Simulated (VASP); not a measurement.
# C in VASP: further runs

The runs below take C through single point, with PBE.

Program: VASP 6.6.1. These are calculated values, not measurements. Logs are shortened: lines on timing, memory, paths and dates and some standing lists are left out, and cuts for length are marked.

**1. The cell of the first run**

It takes space group Fd-3m (No. 227, cubic). Conventional cell: a = 3.614 Å, b = 3.614 Å, c = 3.614 Å, α = 90.00°, β = 90.00°, γ = 90.00°. Within 2.1 Å of C (site symmetry -43m) lie 4 C at 1.56 Å.

**2. Single point, PBE (volume scaled by 1.04)**

The input, INCAR:

```
PREC     = Accurate       # precision mode
ENCUT    = 520            # plane-wave cutoff, eV
EDIFF    = 1E-6           # SCF threshold, eV
ISMEAR   = -1             # smearing method
SIGMA    = 0.08           # smearing width, eV
LREAL    = F              # projectors in reciprocal space
LASPH    = T              # aspherical terms in the spheres
NELM     = 60             # most SCF steps
ALGO     = Normal         # electronic algorithm
ISIF     = 2              # what is computed and relaxed
LWAVE    = F              # write WAVECAR
LCHARG   = F              # write CHGCAR
GGA      = PE             # functional
NBANDS   = 11             # bands
```

The input, KPOINTS:

```
regular mesh
0
Gamma
  20 20 20
```

The input, POSCAR:

```
C
1.0
    0.0000000000      1.8068684808      1.8068684808
    1.8068684808      0.0000000000      1.8068684808
    1.8068684808      1.8068684808      0.0000000000
C
2
Direct
    0.5000000000      0.5000000000      0.5000000000
    0.7500000000      0.7500000000      0.7500000000
```

Potentials or basis: VASP PAW PBE potentials, release 64 (C).

On the command line:

```console
$ cat potpaw_PBE.64/C/POTCAR > POTCAR
$ mpirun -np 1 vasp_std > vasp.out
```

OUTCAR:

```text
PREC = Accurate
   ENCUT = 520
   EDIFF = 1E-6
   ISMEAR = -1
   LREAL = F
   LASPH = T
   NELM = 60
   ISIF = 2
   GGA = PE

 ion  position               nearest neighbor table
   1  0.500  0.500  0.500-   2 1.56   2 1.56   2 1.56   2 1.56
   2  0.750  0.750  0.750-   1 1.56   1 1.56   1 1.56   1 1.56

  LATTYP: Found a face centered cubic cell.
 ALAT       =     3.6137369616

  Lattice vectors:

 A1 = (   0.0000000000,   1.8068684808,   1.8068684808)
 A2 = (   1.8068684808,   0.0000000000,   1.8068684808)
 A3 = (   1.8068684808,   1.8068684808,   0.0000000000)

Analysis of symmetry for initial positions (statically):
=====================================================================
 Subroutine PRICEL returns:
 Original cell was already a primitive cell.

 Routine SETGRP: Setting up the symmetry group for a
 face centered cubic supercell.

 Subroutine GETGRP returns: Found 48 space group operations
 (whereof 24 operations were pure point group operations)
 out of a pool of 48 trial point group operations.

The static configuration has the point symmetry T_d .
 The point group associated with its full space group is O_h .

Analysis of symmetry for dynamics (positions and initial velocities):
=====================================================================
 Subroutine PRICEL returns:
 Original cell was already a primitive cell.

 Routine SETGRP: Setting up the symmetry group for a
 face centered cubic supercell.

 Subroutine GETGRP returns: Found 48 space group operations
 (whereof 24 operations were pure point group operations)
 out of a pool of 48 trial point group operations.

The dynamic configuration has the point symmetry T_d .
 The point group associated with its full space group is O_h .

 Subroutine INISYM returns: Found 48 space group operations
 (whereof 24 operations are pure point group operations),
 and found     1 'primitive' translations

----------------------------------------------------------------------------------------

                                     Primitive cell

  volume of cell :      11.7980

  direct lattice vectors                    reciprocal lattice vectors
     0.000000000  1.806868481  1.806868481    -0.276721856  0.276721856  0.276721856
     1.806868481  0.000000000  1.806868481     0.276721856 -0.276721856  0.276721856
     1.806868481  1.806868481  0.000000000     0.276721856  0.276721856 -0.276721856

  length of vectors
     2.555297911  2.555297911  2.555297911     0.479296315  0.479296315  0.479296315

  position of ions in fractional coordinates (direct lattice)
     0.500000000  0.500000000  0.500000000
     0.750000000  0.750000000  0.750000000

  ion indices of the primitive-cell ions
   primitive index   ion index
                 1           1
                 2           2

----------------------------------------------------------------------------------------

 KPOINTS: regular mesh

Automatic generation of k-mesh.
 Grid dimensions read from file:
 generate k-points for:   20   20   20

 Generating k-lattice:

  Cartesian coordinates                     Fractional coordinates (reciprocal lattice)
    -0.013836093  0.013836093  0.013836093     0.050000000  0.000000000  0.000000000
     0.013836093 -0.013836093  0.013836093     0.000000000  0.050000000  0.000000000
     0.013836093  0.013836093 -0.013836093     0.000000000  0.000000000  0.050000000

  Length of vectors
     0.023964816  0.023964816  0.023964816

  Shift w.r.t. Gamma in fractional coordinates (k-lattice)
     0.000000000  0.000000000  0.000000000

 Subroutine IBZKPT returns following result:
 ===========================================

 Found    256 irreducible k-points:

 Following reciprocal coordinates:
            Coordinates               Weight
  0.000000  0.000000  0.000000      1.000000
  0.050000  0.000000  0.000000      8.000000
  0.100000  0.000000  0.000000      8.000000
  0.150000  0.000000  0.000000      8.000000
  0.200000  0.000000  0.000000      8.000000
  0.250000  0.000000  0.000000      8.000000
[... 16 lines left out ...]
 -0.400000  0.050000  0.000000     24.000000
 -0.350000  0.050000  0.000000     24.000000
 [... further k-points ...]
   k-points           NKPTS =    256   k-points in BZ     NKDIM =    256   number of bands    NBANDS=     11
   number of dos      NEDOS =    301   number of ions     NIONS =      2
   total plane-waves  NPLWV =   8000
   dimension x,y,z NGX =    20 NGY =   20 NGZ =   20
   dimension x,y,z NGXF=    40 NGYF=   40 NGZF=   40
   ions per type =               2
   NGX,Y,Z   is equivalent  to a cutoff of  13.01, 13.01, 13.01 a.u.
   NGXF,Y,Z  is equivalent  to a cutoff of  26.02, 26.02, 26.02 a.u.
 SYSTEM =  unknown system
   PREC   = accura    normal or accurate (medium, high low for compatibility)
   ISTART =      0    job   : 0-new  1-cont  2-samecut
   ICHARG =      2    charge: 1-file 2-atom 10-const
   ISPIN  =      1    spin polarized calculation?
   LNONCOLLINEAR =      F non collinear calculations
   LSORBIT =      F    spin-orbit coupling
   LASPH  =      T    aspherical Exc in radial PAW
   ENCUT  =  520.0 eV  38.22 Ry    6.18 a.u.   4.75  4.75  4.75*2*pi/ulx,y,z
   NELM   =     60;   NELMIN=  2; NELMDL= -5     # of ELM steps
   EDIFF  = 0.1E-05   stopping-criterion for ELM
   LREAL  =      F    real-space projection
   EDIFFG = 0.1E-04   stopping-criterion for IOM
   NSW    =      0    number of steps for IOM
   IBRION =     -1    ionic relax: 0-MD 1-quasi-New 2-CG
   NFREE  =      0    steps in history (QN), initial steepest desc. (CG)
   ISIF   =      2    stress and relaxation
   ISYM   =      2    0-nonsym 1-usesym 2-fastsym
   POTIM  = 0.5000    time-step for ionic-motion
   TEBEG  =    0.0;   TEEND  =   0.0 temperature during run
   PSTRESS=    0.0 pullay stress
   NELECT =       8.0000    total number of electrons
   NUPDOWN=      -1.0000    fix difference up-down
   EMIN   =  10.00;   EMAX   =-10.00  energy-range for DOS
   EFERMI =   0.00;   METHOD = LEGACY
   ISMEAR =    -1;   SIGMA  =   0.08  broadening in eV -4-tet -1-fermi 0-gaus
   EFERMI_NEDOS =   21; number of points for ismear=-14 and -15
   IALGO  =     38    algorithm
   IMIX   =      4    mixing-type and parameters
     AMIX     =   0.40;   BMIX     =  1.00
     AMIX_MAG =   1.60;   BMIX_MAG =  1.00
  volume/ion in A,a.u.               =       5.90        39.81
  Fermi-wavevector in a.u.,A,eV,Ry     =   1.438252  2.717902 28.144583  2.068568
  Thomas-Fermi vector in A             =   2.557239
   LORBIT       =      0    0 simple, 1 ext, 2 COOP (PROOUT), +10 PAW based schemes
   GGA     = PE    functional components
[... 5 lines left out ...]
 non-spin polarized calculation
  energy-cutoff  :      520.00
  volume of cell :       11.80
 maximum number of plane-waves:       332
   NGX =  9   NGY =  9   NGZ =  9

 number of electron       8.0000000 magnetization

 Free energy of the ion-electron system (eV)
  ---------------------------------------------------
  ext. energy  EPLUGINS =         0.00000000
  ---------------------------------------------------
  free energy    TOTEN  =       -18.16918232 eV

  energy without entropy =      -18.16918232  energy(sigma->0) =      -18.16918232

 E-fermi :  10.5977     XC(G=0): -13.0546

 val. band max:        9.1699787288   @ k =   0.0000   0.0000   0.0000
 cond. band min:      13.2162507541   @ k =   0.3500   0.3500   0.0000
 fundamental gap:      4.0462720253
 Fermi energy:        10.5977255202

 k-point     1 :       0.0000    0.0000    0.0000
  band No.  band energies     occupation
      1     -11.7865      2.00000
      2       9.1700      2.00000
      3       9.1700      2.00000
      4       9.1700      2.00000
      5      14.6521      0.00000
      6      14.6521      0.00000
      7      14.6521      0.00000
      8      21.6137      0.00000
      9      27.9701      0.00000
     10      35.2785      0.00000
     11      35.2785      0.00000

 k-point     2 :       0.0500    0.0000    0.0000
  band No.  band energies     occupation
      1     -11.7191      2.00000
      2       8.7010      2.00000
      3       9.0518      2.00000
      4       9.0518      2.00000
      5      14.8064      0.00000
      6      14.8064      0.00000
      7      14.9324      0.00000
      8      21.6830      0.00000
      9      28.0895      0.00000
     10      34.0993      0.00000
     11      34.0993      0.00000

 k-point     3 :       0.1000    0.0000    0.0000
  band No.  band energies     occupation
      1     -11.5171      2.00000
      2       7.5447      2.00000
      3       8.7427      2.00000
      4       8.7427      2.00000
      5      15.2137      0.00000
      6      15.2137      0.00000
      7      15.5331      0.00000
      8      21.8918      0.00000
      9      28.4099      0.00000
     10      32.8346      0.00000
     11      32.8346      0.00000

 k-point     4 :       0.1500    0.0000    0.0000
  band No.  band energies     occupation
      1     -11.1815      2.00000
      2       6.0544      2.00000
      3       8.3330      2.00000
      4       8.3330      2.00000
      5      15.7533      0.00000
      6      15.7533      0.00000
      7      16.1356      0.00000
      8      22.2314      0.00000
      9      28.8201      0.00000
     10      31.8990      0.00000
     11      31.8990      0.00000
[... 239 lines left out ...]
 k-point    22 :      -0.4500    0.0500    0.0000
  band No.  band energies     occupation
      1      -6.4291      2.00000
      2      -3.4220      2.00000
      3       6.1530      2.00000
      4       6.4504      2.00000
      5      17.4061      0.00000
      6      17.5833      0.00000
      7      17.7454      0.00000
      8      24.4645      0.00000
      9      30.1885      0.00000
     10      32.7551      0.00000
     11      33.8998      0.00000

 k-point    23 :      -0.4000    0.0500    0.0000
  band No.  band energies     occupation
      1      -7.2812      2.00000
      2      -2.3130      2.00000
      3       6.1642      2.00000
      4       6.6393      2.00000
      5      17.4543      0.00000
      6      17.4796      0.00000
      7      17.7120      0.00000
      8      24.3089      0.00000
      9      29.9431      0.00000
     10      32.7761      0.00000
     11      33.0018      0.00000

 k-point    24 :      -0.3500    0.0500    0.0000
  band No.  band energies     occupation
      1      -8.2125      2.00000
      2      -0.9108      2.00000
      3       6.2652      2.00000
      4       6.9061      2.00000
      5      17.2767      0.00000
      6      17.4927      0.00000
      7      17.6523      0.00000
      8      24.0142      0.00000
      9      29.7122      0.00000
     10      31.6653      0.00000
     11      32.9514      0.00000

 [... further k-points ...]
[... 5 lines left out ...]
  --------------------------------------------------------------------------------------
  -------------------------------------------------------------------------------------
  Total       -1.0120623     -1.0120623     -1.0120623     -0.0000000      0.0000000     -0.0000000
  in kB     -137.4384387   -137.4384387   -137.4384387     -0.0000000      0.0000000     -0.0000000
  external PRESSURE =    -137.4384387 kB  Pullay stress =       0.0000000 kB

 VOLUME and BASIS-vectors are now :
 -----------------------------------------------------------------------------
  energy-cutoff  :      520.00
  volume of cell :       11.80
      direct lattice vectors                 reciprocal lattice vectors
     0.000000000  1.806868481  1.806868481    -0.276721856  0.276721856  0.276721856
     1.806868481  0.000000000  1.806868481     0.276721856 -0.276721856  0.276721856
     1.806868481  1.806868481  0.000000000     0.276721856  0.276721856 -0.276721856

 POSITION                                       TOTAL-FORCE (eV/Angst)
 -----------------------------------------------------------------------------------
      1.80687      1.80687      1.80687         0.000000      0.000000     -0.000000
      2.71030      2.71030      2.71030        -0.000000     -0.000000      0.000000
 -----------------------------------------------------------------------------------
    total drift:                                0.000000     -0.000000      0.000000

  FREE ENERGIE OF THE ION-ELECTRON SYSTEM (eV)
  ---------------------------------------------------
  free  energy   TOTEN  =       -18.1691823214 eV

  energy  without entropy=      -18.1691823214  energy(sigma->0) =      -18.16918232
```

Wall time 14 s (1 thread of Intel Xeon Platinum 8559C (Emerald Rapids), shared host); peak memory 0.13 GiB.

Results:

```
Free energy            : -18.1692 eV
Pressure               : -13.7 GPa
Band gap on the k mesh : 4.05 eV, indirect (least direct gap 5.48 eV)
```

Levels at points of the mesh, in eV from the valence-band top:
```csv
k point,band 1,band 2,band 3,band 4,band 5,band 6,band 7,band 8
"(0.00, 0.00, 0.00)",-20.96,0.00,0.00,0.00,5.48,5.48,5.48,12.44
"(0.50, 0.00, 0.00)",-15.40,-12.95,-2.70,-2.70,8.29,8.29,8.32,15.33
"(0.50, 0.50, 0.00)",-12.49,-12.49,-6.06,-6.06,4.68,4.68,16.22,16.22
```

 A k mesh can miss the band edges.

**3. Single point, PBE (volume scaled by 1.05)**

The input, INCAR:

```
SYSTEM = C
PREC = Accurate
ENCUT = 520
EDIFF = 1E-6
ISMEAR = -1
SIGMA = 0.08
LREAL = .False.
LASPH = .True.
NELM = 60
ALGO = Normal
ISIF = 2
LWAVE = .False.
LCHARG = .False.
GGA = PE
NBANDS = 11
```

The input, KPOINTS:

```
Automatic mesh
0
Gamma
  20 20 20
  0 0 0
```

The input, POSCAR:

```
C
1.0
    0.0000000000      1.8126412627      1.8126412627
    1.8126412627      0.0000000000      1.8126412627
    1.8126412627      1.8126412627      0.0000000000
C
2
Direct
    0.5000000000      0.5000000000      0.5000000000
    0.7500000000      0.7500000000      0.7500000000
```

Potentials or basis: VASP PAW PBE potentials, release 64 (C).

On the command line:

```console
$ cat potpaw_PBE.64/C/POTCAR > POTCAR
$ mpirun -np 1 vasp_std > vasp.out
```

Wall time 14 s (1 thread of Intel Xeon Platinum 8559C (Emerald Rapids), shared host); peak memory 0.13 GiB.

It converged, with:

```yaml
Free_energy: -18.1583 eV
Pressure: -17.3 GPa
Band_gap_on_the_k_mesh: 4.03 eV, indirect (least direct gap 5.46 eV)
```

Levels at points of the mesh, in eV from the valence-band top:
| k point | band 1 | band 2 | band 3 | band 4 | band 5 | band 6 | band 7 | band 8 | band 9 |
| --- | --- | --- | --- | --- | --- | --- | --- | --- | --- |
| (0.00, 0.00, 0.00) | -20.83 | 0.00 | 0.00 | 0.00 | 5.46 | 5.46 | 5.46 | 12.23 | 18.68 |
| (0.50, 0.00, 0.00) | -15.33 | -12.84 | -2.68 | -2.68 | 8.20 | 8.25 | 8.25 | 15.24 | 21.21 |
| (0.50, 0.50, 0.00) | -12.43 | -12.43 | -6.01 | -6.01 | 4.66 | 4.66 | 16.08 | 16.08 | 22.35 |

(Part 1 of 2 ends here.)
